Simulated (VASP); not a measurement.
# W (Im-3m) in VASP: a series of runs, part 2 of 2

VASP 6.6.1. Earlier steps stand in the parts before.

**5. Single point, PBEsol (functional PBEsol, strained)**

Input file INCAR:

```
SYSTEM = W
  ALGO = Fast
  EDIFF = 1E-7
  ENCUT = 520
  GGA = PS
  ISIF = 2
  ISMEAR = 0
  LASPH = .True.
  LCHARG = .False.
  LREAL = .False.
  LWAVE = .False.
  NBANDS = 13
  NELM = 80
  PREC = Accurate
  SIGMA = 0.1
```

Input file KPOINTS:

```
k-points
0
Gamma
  18 18 18
  0 0 0
```

Input file POSCAR:

```
W
1.0
   -1.5512977600      1.5512977600      1.5512977600
    1.5512977600     -1.5512977600      1.5512977600
    1.5512977600      1.5512977600     -1.5512977600
W
1
Direct
    0.0000000000      0.0000000000      0.0000000000
```

Potentials or basis: VASP PAW PBE potentials, release 64 (W_sv).

The run is started by

```
> cat potpaw_PBE.64/W_sv/POTCAR > POTCAR
> mpirun -np 1 vasp_std > vasp.out
```

OUTCAR:

```text
SYSTEM = W
   EDIFF = 1E-7
   ENCUT = 520
   GGA = PS
   ISIF = 2
   ISMEAR = 0
   LASPH = .True.
   LREAL = .False.
   NELM = 80
   PREC = Accurate

 ion  position               nearest neighbor table
   1  0.000  0.000  0.000-

  LATTYP: Found a body centered cubic cell.
 ALAT       =     3.1025955200

  Lattice vectors:

 A1 = (  -1.5512977600,   1.5512977600,   1.5512977600)
 A2 = (   1.5512977600,  -1.5512977600,   1.5512977600)
 A3 = (   1.5512977600,   1.5512977600,  -1.5512977600)

Analysis of symmetry for initial positions (statically):
=====================================================================
 Subroutine PRICEL returns:
 Original cell was already a primitive cell.

 Routine SETGRP: Setting up the symmetry group for a
 body centered cubic supercell.

 Subroutine GETGRP returns: Found 48 space group operations
 (whereof 48 operations were pure point group operations)
 out of a pool of 48 trial point group operations.

The static configuration has the point symmetry O_h .

Analysis of symmetry for dynamics (positions and initial velocities):
=====================================================================
 Subroutine PRICEL returns:
 Original cell was already a primitive cell.

 Routine SETGRP: Setting up the symmetry group for a
 body centered cubic supercell.

 Subroutine GETGRP returns: Found 48 space group operations
 (whereof 48 operations were pure point group operations)
 out of a pool of 48 trial point group operations.

The dynamic configuration has the point symmetry O_h .

 Subroutine INISYM returns: Found 48 space group operations
 (whereof 48 operations are pure point group operations),
 and found     1 'primitive' translations

----------------------------------------------------------------------------------------

                                     Primitive cell

  volume of cell :      14.9329
[... 108 lines left out ...]
  volume/ion in A,a.u.               =      14.93       100.77
  Fermi-wavevector in a.u.,A,eV,Ry     =   1.602270  3.027851 34.929814  2.567269
  Thomas-Fermi vector in A             =   2.699117
   LORBIT       =      0    0 simple, 1 ext, 2 COOP (PROOUT), +10 PAW based schemes
   GGA     = PS    functional components
   LHFCALC =     F    Hartree Fock is set to
   AEXX    =    0.0000 exact exchange contribution
   IVDW    =     0    specifies the selected vdW correction
   LEPSILON=     F    determine dielectric tensor
   LRPA    =     F    only Hartree local field effects (RPA)
 non-spin polarized calculation
 RMM-DIIS sequential band-by-band and
 Gauss-broadening in eV      SIGMA  =   0.10
  energy-cutoff  :      520.00
  volume of cell :       14.93
 maximum number of plane-waves:       418
   NGX =  9   NGY =  9   NGZ =  9

 number of electron      13.9999999 magnetization

 Free energy of the ion-electron system (eV)
  ---------------------------------------------------
  ext. energy  EPLUGINS =         0.00000000
  ---------------------------------------------------
  free energy    TOTEN  =       -13.75654713 eV

  energy without entropy =      -13.75292310  energy(sigma->0) =      -13.75473512

 E-fermi :  12.1443     XC(G=0): -14.1027

 val. band max:       12.1429291854   @ k =   0.5000   0.5000   0.2222
 cond. band min:      12.1477254665   @ k =  -0.2778   0.3333   0.2222
 fundamental gap:      0.0047962811
 Fermi energy:        12.1442977678

 k-point     1 :       0.0000    0.0000    0.0000
  band No.  band energies     occupation
      1     -61.9171      2.00000
      2     -25.3756      2.00000
      3     -25.3756      2.00000
      4     -25.3756      2.00000
      5       2.1776      2.00000
      6      10.8147      2.00000
      7      10.8147      2.00000
      8      10.8147      2.00000
      9      14.5351      0.00000
     10      14.5351      0.00000
     11      26.8301      0.00000
     12      26.8301      0.00000
     13      26.8301      0.00000
[... 354 lines left out ...]
  band No.  band energies     occupation
      1     -61.7415      2.00000
      2     -26.8513      2.00000
      3     -25.9258      2.00000
      4     -25.4569      2.00000
      5       5.9510      2.00000
      6       8.4548      2.00000
      7      11.6748      2.00000
      8      14.3312      0.00000
      9      15.7949      0.00000
     10      19.1545      0.00000
     11      23.9278      0.00000
     12      25.0820      0.00000
     13      29.9097      0.00000

 [... further k-points ...]
[... 5 lines left out ...]
  --------------------------------------------------------------------------------------
  -------------------------------------------------------------------------------------
  Total        1.7581671      1.7581671      1.7581671      0.0000000     -0.0000000      0.0000000
  in kB      188.6362935    188.6362935    188.6362935      0.0000000     -0.0000000      0.0000000
  external PRESSURE =     188.6362935 kB  Pullay stress =       0.0000000 kB

 VOLUME and BASIS-vectors are now :
 -----------------------------------------------------------------------------
  energy-cutoff  :      520.00
  volume of cell :       14.93
      direct lattice vectors                 reciprocal lattice vectors
    -1.551297760  1.551297760  1.551297760     0.000000000  0.322310786  0.322310786
     1.551297760 -1.551297760  1.551297760     0.322310786  0.000000000  0.322310786
     1.551297760  1.551297760 -1.551297760     0.322310786  0.322310786  0.000000000

 POSITION                                       TOTAL-FORCE (eV/Angst)
 -----------------------------------------------------------------------------------
      0.00000      0.00000      0.00000         0.000000      0.000000     -0.000000
 -----------------------------------------------------------------------------------
    total drift:                                0.000000     -0.000000      0.000000

  FREE ENERGIE OF THE ION-ELECTRON SYSTEM (eV)
  ---------------------------------------------------
  free  energy   TOTEN  =       -13.7565471345 eV

  energy  without entropy=      -13.7529231039  energy(sigma->0) =      -13.75473512
```

OSZICAR:

```text
N       E                     dE             d eps       ncg     rms          rms(c)
DAV:   1     0.840744076176E+02    0.84074E+02   -0.73827E+03  5094   0.124E+03
DAV:   2    -0.128247955682E+02   -0.96899E+02   -0.93389E+02  5650   0.319E+02
DAV:   3    -0.143911136548E+02   -0.15663E+01   -0.15621E+01  5550   0.393E+01
DAV:   4    -0.143968759780E+02   -0.57623E-02   -0.57622E-02  5645   0.263E+00
DAV:   5    -0.143969193708E+02   -0.43393E-04   -0.43392E-04  5595   0.214E-01    0.242E+01
RMM:   6    -0.138996884670E+02    0.49723E+00   -0.36020E-01  5507   0.559E+00    0.105E+01
RMM:   7    -0.137606080427E+02    0.13908E+00   -0.26897E-01  5538   0.482E+00    0.657E-01
RMM:   8    -0.137565418118E+02    0.40662E-02   -0.10163E-02  6290   0.117E+00    0.161E-01
RMM:   9    -0.137565306009E+02    0.11211E-04   -0.16795E-03  6124   0.503E-01    0.915E-02
RMM:  10    -0.137565502267E+02   -0.19626E-04   -0.20834E-04  6528   0.181E-01    0.191E-02
RMM:  11    -0.137565458964E+02    0.43303E-05   -0.63634E-05  6263   0.966E-02    0.988E-03
RMM:  12    -0.137565468393E+02   -0.94293E-06   -0.13142E-05  6430   0.453E-02    0.603E-03
RMM:  13    -0.137565471867E+02   -0.34733E-06   -0.22963E-06  5967   0.180E-02    0.299E-03
RMM:  14    -0.137565471345E+02    0.52132E-07   -0.38992E-07  4726   0.735E-03
   1 F= -.13756547E+02 E0= -.13754735E+02  d E =-.362403E-02
```

It took 17 s on 1 thread of Intel Xeon 6975P-C (Granite Rapids), shared host; peak memory 0.14 GiB.

What came out:

```yaml
Free_energy: -13.7565 eV
Pressure: 18.9 GPa
Band_gap_on_the_k_mesh: zero (band 7 reaches 17.78 eV, above the bottom of band 8 at 10.81 eV)
```

Caveat: the cell differs from its parent crystal (functional PBEsol, strained); the PAW data sets were made with another functional, which shifts forces and pressure a little; spin-orbit coupling is left out, which moves the levels of the heavy elements.

**6. Single point, PBE (strained)**

Input file INCAR:

```
PREC = Accurate
ENCUT = 520
EDIFF = 1E-6
ISMEAR = 0
SIGMA = 0.1
LREAL = False
LASPH = True
NELM = 60
ALGO = Fast
ISIF = 2
LWAVE = False
LCHARG = False
GGA = PE
NBANDS = 13
```

Input file KPOINTS:

```
regular mesh
0
Gamma
  18 18 18
```

Input file POSCAR:

```
W
1.0
   -1.5608016950      1.5608016950      1.5608016950
    1.5608016950     -1.5608016950      1.5608016950
    1.5608016950      1.5608016950     -1.5608016950
W
1
Direct
    0.0000000000      0.0000000000      0.0000000000
```

Potentials or basis: VASP PAW PBE potentials, release 64 (W_sv).

The run is started by

```
> cat potpaw_PBE.64/W_sv/POTCAR > POTCAR
> mpirun -np 1 vasp_std > vasp.out
```

Run time: 14 s. Hardware: 1 thread of Intel Xeon 6975P-C (Granite Rapids), shared host; peak memory 0.14 GiB.

It converged, with:

* Free energy: -12.8911 eV
* Pressure: 21.2 GPa
* Band gap on the k mesh: zero (band 7 reaches 17.53 eV, above the bottom of band 8 at 10.75 eV)

Levels at points of the mesh, in eV from the Fermi level:
```csv
k point,band 4,band 5,band 6,band 7,band 8,band 9,band 10,band 11
"(0.00, 0.00, 0.00)",-37.62,-9.86,-1.29,-1.29,-1.29,2.37,2.37,14.62
"(0.50, 0.00, 0.00)",-37.63,-6.54,-3.77,0.84,2.29,3.32,6.54,11.60
"(0.50, 0.50, 0.50)",-38.64,-6.17,-6.17,5.48,5.48,5.48,8.60,8.60
```

Caveat: the cell differs from its parent crystal (strained); spin-orbit coupling is left out, which moves the levels of the heavy elements.

**7. The runs side by side**

```csv
level,cell,k mesh,cutoff (eV),gap on the mesh (eV),pressure (GPa)
PBE,"a = 2.882 Å, angles 109.5°, 1 atom",18 × 18 × 18,520,none,-30.1
r2SCAN,"a = 2.791 Å, angles 109.5°, 1 atom",18 × 18 × 18,520,none,-13.6
PBE,"a = 2.767 Å, angles 109.5°, 1 atom",8 × 8 × 8,500,none,-2.3
PBEsol,"a = 2.687 Å, angles 109.5°, 1 atom",18 × 18 × 18,520,none,18.9
PBE,"a = 2.703 Å, angles 109.5°, 1 atom",18 × 18 × 18,520,none,21.2
```

Alike in all rows: task single point; potentials or basis VASP PAW PBE potentials, release 64 (W_sv); no spin polarisation; smearing gaussian 0.1 eV.

Caveats: spin-orbit coupling is left out, which moves the levels of the heavy elements; the PAW data sets were made with another functional, which shifts forces and pressure a little (some runs).

Total energies depend on the potentials used, so only differences within one code and one set of settings carry meaning.
